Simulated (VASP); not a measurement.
Crystal: Ta2N.

```
Ta N
1.0
     3.07079    0.00000    0.00000
    -1.53540    2.65938    0.00000
     0.00000    0.00000    4.80402
Ta N
2 1
Cartesian
  0.0000 1.7729 1.2236
  1.5354 0.8865 3.5804
  0.0000 0.0000 0.0000
```

This cell differs from its parent crystal: volume scaled by 0.96.

Program: VASP 6.6.1. Alike in all runs: task single point; no spin polarisation; cell as given; k mesh 10 × 10 × 6; cutoff (eV) 520; smearing fermi-dirac 0.05 eV.

Q: Order these runs on this cell by their pressure, lowest first.
A. level LDA; potentials or basis VASP PAW LDA potentials, release 64 (Ta_pv, N)
B. level r2SCAN; potentials or basis VASP PAW PBE potentials, release 64 (Ta_pv, N)
C. level PBEsol; potentials or basis VASP PAW PBE potentials, release 64 (Ta_pv, N)

A: A (-1.7 GPa), C (3.2 GPa), B (8.3 GPa).

Caveats: the PAW data sets were made with another functional, which shifts forces and pressure a little (some runs).
